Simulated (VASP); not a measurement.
# As (P6_3/mmc) in VASP: further runs, part 3 of 3

VASP 6.6.1. The steps go on from the part before.

### 6 Single point, PBE

INCAR reads:

```
SYSTEM = As
  PREC = Accurate
  ENCUT = 520
  EDIFF = 1E-7
  ISMEAR = -1
  SIGMA = 0.1
  LREAL = .FALSE.
  LASPH = .TRUE.
  NELM = 60
  ALGO = Normal
  ISIF = 2
  LWAVE = .FALSE.
  LCHARG = .FALSE.
  GGA = PE
  NBANDS = 12
```

KPOINTS reads:

```
Automatic mesh
0
G
  13 13 8
  0 0 0
```

POSCAR reads:

```
As
1.0
    3.0770374710      0.0000000000      0.0000000000
   -1.5385187355      2.6647926183      0.0000000000
    0.0000000000      0.0000000000      4.6958290275
As
2
Direct
    0.3333333333      0.6666666667      0.2500000000
    0.6666666667      0.3333333333      0.7500000000
```

Potentials or basis: VASP PAW PBE potentials, release 64 (As).

Launch:

```console
$ cat potpaw_PBE.64/As/POTCAR > POTCAR
$ mpirun -np 1 vasp_std > vasp.out
```

OUTCAR:

```text
SYSTEM = As
   PREC = Accurate
   ENCUT = 520
   EDIFF = 1E-7
   ISMEAR = -1
   LREAL = .FALSE.
   LASPH = .TRUE.
   NELM = 60
   ISIF = 2
   GGA = PE

 ion  position               nearest neighbor table
   1  0.333  0.667  0.250-
   2  0.667  0.333  0.750-

  LATTYP: Found a hexagonal cell.
 ALAT       =     3.0770374710
 C/A-ratio  =     1.5260876969

  Lattice vectors:

 A1 = (   3.0770374710,   0.0000000000,   0.0000000000)
 A2 = (  -1.5385187355,   2.6647926183,   0.0000000000)
 A3 = (   0.0000000000,   0.0000000000,   4.6958290275)

Analysis of symmetry for initial positions (statically):
=====================================================================
 Subroutine PRICEL returns:
 Original cell was already a primitive cell.

 Routine SETGRP: Setting up the symmetry group for a
 hexagonal supercell.

 Subroutine GETGRP returns: Found 24 space group operations
 (whereof 12 operations were pure point group operations)
 out of a pool of 24 trial point group operations.

The static configuration has the point symmetry D_3d.
 The point group associated with its full space group is D_6h.

Analysis of symmetry for dynamics (positions and initial velocities):
=====================================================================
 Subroutine PRICEL returns:
 Original cell was already a primitive cell.

 Routine SETGRP: Setting up the symmetry group for a
 hexagonal supercell.

 Subroutine GETGRP returns: Found 24 space group operations
 (whereof 12 operations were pure point group operations)
 out of a pool of 24 trial point group operations.

The dynamic configuration has the point symmetry D_3d.
 The point group associated with its full space group is D_6h.

 Subroutine INISYM returns: Found 24 space group operations
 (whereof 12 operations are pure point group operations),
 and found     1 'primitive' translations

----------------------------------------------------------------------------------------

                                     Primitive cell

  volume of cell :      38.5042

  direct lattice vectors                    reciprocal lattice vectors
     3.077037471  0.000000000  0.000000000     0.324987918  0.187631862  0.000000000
    -1.538518736  2.664792618  0.000000000     0.000000000  0.375263723  0.000000000
     0.000000000  0.000000000  4.695829028     0.000000000  0.000000000  0.212954942

  length of vectors
     3.077037471  3.077037471  4.695829028     0.375263723  0.375263723  0.212954942

  position of ions in fractional coordinates (direct lattice)
     0.333333333  0.666666667  0.250000000
     0.666666667  0.333333333  0.750000000

  ion indices of the primitive-cell ions
   primitive index   ion index
                 1           1
                 2           2

----------------------------------------------------------------------------------------

 KPOINTS: Automatic mesh

Automatic generation of k-mesh.
 Grid dimensions read from file:
 generate k-points for:   13   13    8

 Generating k-lattice:

  Cartesian coordinates                     Fractional coordinates (reciprocal lattice)
     0.024999071  0.014433220  0.000000000     0.076923077 -0.000000000  0.000000000
     0.000000000  0.028866440  0.000000000     0.000000000  0.076923077  0.000000000
     0.000000000  0.000000000  0.026619368     0.000000000  0.000000000  0.125000000

  Length of vectors
     0.028866440  0.028866440  0.026619368

  Shift w.r.t. Gamma in fractional coordinates (k-lattice)
     0.000000000  0.000000000  0.000000000

 Subroutine IBZKPT returns following result:
 ===========================================

 Found    105 irreducible k-points:

 Following reciprocal coordinates:
            Coordinates               Weight
  0.000000  0.000000  0.000000      1.000000
  0.076923  0.000000  0.000000      6.000000
  0.153846  0.000000  0.000000      6.000000
  0.230769  0.000000  0.000000      6.000000
  0.307692  0.000000  0.000000      6.000000
  0.384615  0.000000  0.000000      6.000000
[... 16 lines left out ...]
  0.076923  0.000000  0.125000     12.000000
  0.153846  0.000000  0.125000     12.000000
 [... further k-points ...]
   k-points           NKPTS =    105   k-points in BZ     NKDIM =    105   number of bands    NBANDS=     12
   number of dos      NEDOS =    301   number of ions     NIONS =      2
   total plane-waves  NPLWV =  20736
   dimension x,y,z NGX =    24 NGY =   24 NGZ =   36
   dimension x,y,z NGXF=    48 NGYF=   48 NGZF=   72
   ions per type =               2
   NGX,Y,Z   is equivalent  to a cutoff of  12.97, 12.97, 12.75 a.u.
   NGXF,Y,Z  is equivalent  to a cutoff of  25.93, 25.93, 25.49 a.u.
 SYSTEM =  As
   PREC   = accura    normal or accurate (medium, high low for compatibility)
   ISTART =      0    job   : 0-new  1-cont  2-samecut
   ICHARG =      2    charge: 1-file 2-atom 10-const
   ISPIN  =      1    spin polarized calculation?
   LNONCOLLINEAR =      F non collinear calculations
   LSORBIT =      F    spin-orbit coupling
   LASPH  =      T    aspherical Exc in radial PAW
   ENCUT  =  520.0 eV  38.22 Ry    6.18 a.u.   5.72  5.72  8.73*2*pi/ulx,y,z
   NELM   =     60;   NELMIN=  2; NELMDL= -5     # of ELM steps
   EDIFF  = 0.1E-06   stopping-criterion for ELM
   LREAL  =      F    real-space projection
   EDIFFG = 0.1E-05   stopping-criterion for IOM
   NSW    =      0    number of steps for IOM
   IBRION =     -1    ionic relax: 0-MD 1-quasi-New 2-CG
   NFREE  =      0    steps in history (QN), initial steepest desc. (CG)
   ISIF   =      2    stress and relaxation
   ISYM   =      2    0-nonsym 1-usesym 2-fastsym
   POTIM  = 0.5000    time-step for ionic-motion
   TEBEG  =    0.0;   TEEND  =   0.0 temperature during run
   PSTRESS=    0.0 pullay stress
   NELECT =      10.0000    total number of electrons
   NUPDOWN=      -1.0000    fix difference up-down
   EMIN   =  10.00;   EMAX   =-10.00  energy-range for DOS
   EFERMI =   0.00;   METHOD = LEGACY
   ISMEAR =    -1;   SIGMA  =   0.10  broadening in eV -4-tet -1-fermi 0-gaus
   EFERMI_NEDOS =   21; number of points for ismear=-14 and -15
   IALGO  =     38    algorithm
   IMIX   =      4    mixing-type and parameters
     AMIX     =   0.40;   BMIX     =  1.00
     AMIX_MAG =   1.60;   BMIX_MAG =  1.00
  volume/ion in A,a.u.               =      19.25       129.92
  Fermi-wavevector in a.u.,A,eV,Ry     =   1.044493  1.973805 14.843475  1.090965
  Thomas-Fermi vector in A             =   2.179248
   LORBIT       =      0    0 simple, 1 ext, 2 COOP (PROOUT), +10 PAW based schemes
   GGA     = PE    functional components
   LHFCALC =     F    Hartree Fock is set to
   AEXX    =    0.0000 exact exchange contribution
   IVDW    =     0    specifies the selected vdW correction
   LEPSILON=     F    determine dielectric tensor
   LRPA    =     F    only Hartree local field effects (RPA)
 non-spin polarized calculation
  energy-cutoff  :      520.00
  volume of cell :       38.50
 maximum number of plane-waves:      1061
 NGX is ok and might be reduce to    24
   NGX = 11   NGY = 11   NGZ = 17

 number of electron      10.0000000 magnetization

 number of electron       9.9999997 magnetization

 Free energy of the ion-electron system (eV)
  ---------------------------------------------------
  ext. energy  EPLUGINS =         0.00000000
  ---------------------------------------------------
  free energy    TOTEN  =        -8.35112631 eV

  energy without entropy =       -8.31233045  energy(sigma->0) =       -8.33172838

 E-fermi :   6.3746     XC(G=0): -10.7238

 val. band max:        6.3736585913   @ k =   0.4615   0.0000   0.0000
 cond. band min:       6.3974376508   @ k =   0.3077   0.0769   0.1250
 fundamental gap:      0.0237790595
 Fermi energy:         6.3746438548

 k-point     1 :       0.0000    0.0000    0.0000
  band No.  band energies     occupation
      1      -8.6466      2.00000
      2      -3.5587      2.00000
      3      -0.0892      2.00000
      4       9.5254      0.00000
      5       9.5254      0.00000
      6      11.4772      0.00000
      7      11.4772      0.00000
      8      12.9842      0.00000
      9      14.7114      0.00000
     10      17.6509      0.00000
     11      18.1999      0.00000
     12      18.1999      0.00000
[... 331 lines left out ...]
 k-point    24 :       0.1538    0.0000    0.1250
  band No.  band energies     occupation
      1      -8.0854      2.00000
      2      -3.7298      2.00000
      3       1.0878      2.00000
      4       6.5721      0.24386
      5       8.4885      0.00000
      6       9.3989      0.00000
      7      11.4121      0.00000
      8      11.7062      0.00000
      9      14.8251      0.00000
     10      17.7441      0.00000
     11      18.0663      0.00000
     12      18.6389      0.00000

 [... further k-points ...]
[... 5 lines left out ...]
  --------------------------------------------------------------------------------------
  -------------------------------------------------------------------------------------
  Total       -0.0103321     -0.0103321      0.2304682      0.0000000     -0.0000000      0.0000000
  in kB       -0.4299212     -0.4299212      9.5898770      0.0000000     -0.0000000      0.0000000
  external PRESSURE =       2.9100116 kB  Pullay stress =       0.0000000 kB

 VOLUME and BASIS-vectors are now :
 -----------------------------------------------------------------------------
  energy-cutoff  :      520.00
  volume of cell :       38.50
      direct lattice vectors                 reciprocal lattice vectors
     3.077037471  0.000000000  0.000000000     0.324987918  0.187631862  0.000000000
    -1.538518736  2.664792618  0.000000000     0.000000000  0.375263723  0.000000000
     0.000000000  0.000000000  4.695829028     0.000000000  0.000000000  0.212954942

 POSITION                                       TOTAL-FORCE (eV/Angst)
 -----------------------------------------------------------------------------------
     -0.00000      1.77653      1.17396        -0.000000     -0.000000      0.000000
      1.53852      0.88826      3.52187         0.000000      0.000000      0.000000
 -----------------------------------------------------------------------------------
    total drift:                               -0.000000      0.000000      0.000000

  FREE ENERGIE OF THE ION-ELECTRON SYSTEM (eV)
  ---------------------------------------------------
  free  energy   TOTEN  =        -8.3511263102 eV

  energy  without entropy=       -8.3123304499  energy(sigma->0) =       -8.33172838
```

stdout:

```text
POSCAR found type information on POSCAR As
 POSCAR found :  1 types and       2 ions
 scaLAPACK will be used
 LDA part: xc-table for (Slater+PW92), standard interpolation
 POSCAR, INCAR and KPOINTS ok, starting setup
 FFT: planning ... GRIDC
 FFT: planning ... GRID_SOFT
 FFT: planning ... GRID
 WAVECAR not read
 entering main loop
```

It took 27 s on 1 thread of Intel Xeon 6975P-C (Granite Rapids), shared host; peak memory 0.17 GiB.

Results:

| Item | Value |
| --- | --- |
| Free energy | -8.3511 eV |
| Pressure | 0.3 GPa |
| Band gap on the k mesh | zero (band 5 reaches 10.51 eV, above the bottom of band 6 at 3.00 eV) |

### 7 Overview

```tsv
cell	k mesh	gap on the mesh (eV)	pressure (GPa)
a = 3.077, b = 3.077, c = 4.696 Å, angles 90.0, 90.0, 120.0°, 2 atoms	12 × 12 × 7	none	0.1
a = 2.949, b = 2.949, c = 4.500 Å, angles 90.0, 90.0, 120.0°, 2 atoms	13 × 13 × 8	none	13.8
a = 2.993, b = 2.993, c = 4.567 Å, angles 90.0, 90.0, 120.0°, 2 atoms	13 × 13 × 8	none	8.3
a = 3.035, b = 3.035, c = 4.632 Å, angles 90.0, 90.0, 120.0°, 2 atoms	13 × 13 × 8	none	3.9
a = 3.077, b = 3.077, c = 4.696 Å, angles 90.0, 90.0, 120.0°, 2 atoms	13 × 13 × 8	none	0.3
```

Alike in all rows: task single point; level PBE; potentials or basis VASP PAW PBE potentials, release 64 (As); no spin polarisation; cutoff (eV) 520; smearing fermi-dirac 0.1 eV.

Absolute energies hang on the potentials; compare differences alone.
